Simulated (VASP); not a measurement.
# C in VASP: single point with PBE

Aim: the single point of C with PBE.

Program: VASP 6.6.1. These are calculated values, not measurements. Logs are shortened: lines on timing, memory, paths and dates and some standing lists are left out, and cuts for length are marked.

## (1) The cell of the first run

The cell holds a slab with vacuum, 2 atoms: a = 2.456 Å, b = 2.456 Å, c = 13.000 Å, α = 90.00°, β = 90.00°, γ = 120.00°.

## (2) Single point, PBE, non-collinear spin, zero start, spin-orbit coupling

INCAR reads:

```
ALGO = Normal
EDIFF = 1E-6
ENCUT = 520
GGA = PE
GGA_COMPAT = F
ISIF = 2
ISMEAR = 0
LASPH = T
LCHARG = T
LORBIT = 11
LORBMOM = T
LREAL = F
LSORBIT = T
LVHAR = T
LWAVE = F
MAGMOM = 0 0 0 0 0 0
NBANDS = 20
NELM = 150
PREC = Accurate
SIGMA = 0.05
```

KPOINTS reads:

```
k-points
0
Gamma
  30 30 1
```

POSCAR reads:

```
C
1.0
    2.4560180200      0.0000000000      0.0000000000
   -1.2280090100      2.1269739900      0.0000000000
    0.0000000000      0.0000000000     13.0000000000
C
2
Direct
    0.6666666700      0.3333333300      0.5000000000
    0.3333333300      0.6666666700      0.5000000000
```

Potentials or basis: VASP PAW PBE potentials, release 64 (C).

Launch:

```sh
$ cat potpaw_PBE.64/C/POTCAR > POTCAR
$ mpirun -np 1 vasp_ncl > vasp.out
```

OUTCAR:

```text
EDIFF = 1E-6
   ENCUT = 520
   GGA = PE
   ISIF = 2
   ISMEAR = 0
   LASPH = T
   LORBIT = 11
   LREAL = F
   LSORBIT = T
   NELM = 150
   PREC = Accurate

 ion  position               nearest neighbor table
   1  0.667  0.333  0.500-   2 1.42   2 1.42   2 1.42
   2  0.333  0.667  0.500-   1 1.42   1 1.42   1 1.42

  LATTYP: Found a hexagonal cell.
 ALAT       =     2.4560180200
 C/A-ratio  =     5.2931207728

  Lattice vectors:

 A1 = (   2.4560180200,   0.0000000000,   0.0000000000)
 A2 = (  -1.2280090100,   2.1269739900,   0.0000000000)
 A3 = (   0.0000000000,   0.0000000000,  13.0000000000)

Analysis of symmetry for initial positions (statically):
=====================================================================
 Subroutine PRICEL returns:
 Original cell was already a primitive cell.

 Routine SETGRP: Setting up the symmetry group for a
 hexagonal supercell.

 Subroutine GETGRP returns: Found 24 space group operations
 (whereof 24 operations were pure point group operations)
 out of a pool of 24 trial point group operations.

The static configuration has the point symmetry D_6h.

Analysis of symmetry for dynamics (positions and initial velocities):
=====================================================================
 Subroutine PRICEL returns:
 Original cell was already a primitive cell.

 Routine SETGRP: Setting up the symmetry group for a
 hexagonal supercell.

 Subroutine GETGRP returns: Found 24 space group operations
 (whereof 24 operations were pure point group operations)
 out of a pool of 24 trial point group operations.

The dynamic configuration has the point symmetry D_6h.

Analysis of structural, dynamic, and magnetic symmetry:
=====================================================================
 Subroutine PRICEL returns:
 Original cell was already a primitive cell.

 Routine SETGRP: Setting up the symmetry group for a
 hexagonal supercell.

 Subroutine GETGRP returns: Found 24 space group operations
 (whereof 24 operations were pure point group operations)
 out of a pool of 24 trial point group operations.

The overall configuration has the point symmetry D_6h.

 Subroutine INISYM returns: Found 24 space group operations
 (whereof 24 operations are pure point group operations),
 and found     1 'primitive' translations

----------------------------------------------------------------------------------------

[... 727 lines left out ...]
      1.22801      0.70899      6.50000         0.000000      0.000000     -0.000000
     -0.00000      1.41798      6.50000        -0.000000      0.000000      0.000000
 -----------------------------------------------------------------------------------
    total drift:                                0.000000     -0.000000     -0.000000

  FREE ENERGIE OF THE ION-ELECTRON SYSTEM (eV)
  ---------------------------------------------------
  free  energy   TOTEN  =       -18.4481932399 eV

  energy  without entropy=      -18.4480678644  energy(sigma->0) =      -18.44813055

 orbital moment (x)

 # of ion     p       tot
 --------------------------------
  1        -0.000  -0.000
  2        -0.000  -0.000
 --------------------------------
           -0.000  -0.000

 orbital moment (y)

 # of ion     p       tot
 --------------------------------
  1        -0.000  -0.000
  2         0.000   0.000
 --------------------------------
            0.000   0.000

 orbital moment (z)

 # of ion     p       tot
 --------------------------------
  1        -0.000  -0.000
  2        -0.000  -0.000
 --------------------------------
           -0.000  -0.000

 Spin-Orbit-Coupling matrix elements

 Ion:    1  E_soc:     -0.0000146
 l=   1
     0.0000000    -0.0000026    -0.0000022
    -0.0000026     0.0000000    -0.0000026
    -0.0000022    -0.0000026     0.0000000
 l=   2
     0.0000000     0.0000000     0.0000000     0.0000000     0.0000000
     0.0000000     0.0000000     0.0000000     0.0000000     0.0000000
     0.0000000     0.0000000     0.0000000     0.0000000     0.0000000
     0.0000000     0.0000000     0.0000000     0.0000000     0.0000000
     0.0000000     0.0000000     0.0000000     0.0000000     0.0000000
 l=   3
     0.0000000     0.0000000     0.0000000     0.0000000     0.0000000     0.0000000     0.0000000
     0.0000000     0.0000000     0.0000000     0.0000000     0.0000000     0.0000000     0.0000000
     0.0000000     0.0000000     0.0000000     0.0000000     0.0000000     0.0000000     0.0000000
     0.0000000     0.0000000     0.0000000     0.0000000     0.0000000     0.0000000     0.0000000
     0.0000000     0.0000000     0.0000000     0.0000000     0.0000000     0.0000000     0.0000000
     0.0000000     0.0000000     0.0000000     0.0000000     0.0000000     0.0000000     0.0000000
     0.0000000     0.0000000     0.0000000     0.0000000     0.0000000     0.0000000     0.0000000

 Ion:    2  E_soc:     -0.0000146
 l=   1
     0.0000000    -0.0000026    -0.0000022
    -0.0000026     0.0000000    -0.0000026
    -0.0000022    -0.0000026     0.0000000
 l=   2
     0.0000000     0.0000000     0.0000000     0.0000000     0.0000000
     0.0000000     0.0000000     0.0000000     0.0000000     0.0000000
     0.0000000     0.0000000     0.0000000     0.0000000     0.0000000
     0.0000000     0.0000000     0.0000000     0.0000000     0.0000000
     0.0000000     0.0000000     0.0000000     0.0000000     0.0000000
 l=   3
     0.0000000     0.0000000     0.0000000     0.0000000     0.0000000     0.0000000     0.0000000
     0.0000000     0.0000000     0.0000000     0.0000000     0.0000000     0.0000000     0.0000000
     0.0000000     0.0000000     0.0000000     0.0000000     0.0000000     0.0000000     0.0000000
     0.0000000     0.0000000     0.0000000     0.0000000     0.0000000     0.0000000     0.0000000
     0.0000000     0.0000000     0.0000000     0.0000000     0.0000000     0.0000000     0.0000000
     0.0000000     0.0000000     0.0000000     0.0000000     0.0000000     0.0000000     0.0000000
     0.0000000     0.0000000     0.0000000     0.0000000     0.0000000     0.0000000     0.0000000

 total charge

# of ion       s       p       d       tot
------------------------------------------
    1        0.866   1.799   0.000   2.664
    2        0.866   1.799   0.000   2.664
--------------------------------------------------
tot          1.731   3.597   0.000   5.329

 magnetization (x)

# of ion       s       p       d       tot
------------------------------------------
    1        0.000  -0.000   0.000  -0.000
    2        0.000  -0.000   0.000  -0.000
--------------------------------------------------
tot          0.000  -0.000   0.000  -0.000

 magnetization (y)

# of ion       s       p       d       tot
------------------------------------------
    1        0.000   0.000   0.000   0.000
    2       -0.000   0.000   0.000  -0.000
--------------------------------------------------
tot          0.000   0.000   0.000   0.000

 magnetization (z)

# of ion       s       p       d       tot
------------------------------------------
    1        0.000   0.000   0.000   0.000
    2        0.000   0.000   0.000   0.000
--------------------------------------------------
tot          0.000   0.000   0.000   0.000
```

OSZICAR:

```text
N       E                     dE             d eps       ncg     rms          rms(c)
DAV:   1     0.499062391551E+02    0.49906E+02   -0.29858E+03  3680   0.610E+02
DAV:   2    -0.142602629398E+02   -0.64167E+02   -0.56636E+02  5320   0.156E+02
DAV:   3    -0.196718478337E+02   -0.54116E+01   -0.53470E+01  4812   0.471E+01
[... 12 lines left out ...]
DAV:  16    -0.184481524949E+02   -0.18548E-04   -0.37161E-07  3744   0.419E-03    0.407E-03
DAV:  17    -0.184481902056E+02   -0.37711E-04   -0.26399E-06  3792   0.852E-03    0.695E-04
DAV:  18    -0.184481914905E+02   -0.12849E-05   -0.27029E-08  3532   0.126E-03    0.518E-04
DAV:  19    -0.184481928165E+02   -0.13260E-05   -0.33065E-08  3176   0.121E-03    0.258E-04
DAV:  20    -0.184481932399E+02   -0.42337E-06   -0.84536E-09  3184   0.503E-04
   1 F= -.18448193E+02 E0= -.18448131E+02  d E =-.125375E-03  mag=    -0.0000    -0.0000    -0.0000
```

Run time: 7.7 min. Hardware: 1 thread of Oxide Virtual Turin-like, shared host; peak memory 0.36 GiB.

What came out:

- Free energy: -18.4482 eV
- Net moment: 0.00 μB per cell
- Valence electrons inside the program's atomic spheres: C 2.66

Moments on the atoms (μB; x, y, z):
```
C   0.00 0.00 0.00
C   0.00 0.00 0.00
```
